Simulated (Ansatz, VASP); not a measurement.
# Zr3SiO in VASP and in Ansatz

```xyz
5
Lattice="4.9245 0.0000 0.0000 0.0000 4.9245 0.0000 0.0000 0.0000 4.9245" Properties=species:S:1:pos:R:3 pbc="T T T"
Zr    0.0000    2.4622    2.4622
Zr    2.4622    0.0000    2.4622
Zr    2.4622    2.4622    0.0000
Si    2.4622    2.4622    2.4622
O     0.0000    0.0000    0.0000
```

Change from the starting cell: species swapped into the YBRh3 type (Pm-3m, No. 221).

Alike in both runs: functional PBE; k mesh 8 × 8 × 8; occupations gaussian, width 0.1 eV; no spin polarisation.

Ansatz relaxed the structure, and its values are those at the end. VASP's run is a single point on that final structure, the one shown.

```csv
,VASP,Ansatz
version,VASP 6.6.1,Ansatz 0.2.0
potentials or method,"VASP PAW PBE potentials, release 64 (Zr_sv, Si, O), cutoff 520 eV","scalar-relativistic, plane waves, PAW"
valence electrons in the cell,46,46
```

```csv
,VASP,Ansatz,Ansatz less VASP
gap on the k mesh at the Fermi level (eV),none,none,-
pressure (GPa),0.0,0.0,0.00
```

A gap of «none» marks a metal or a gap that the smearing closes.
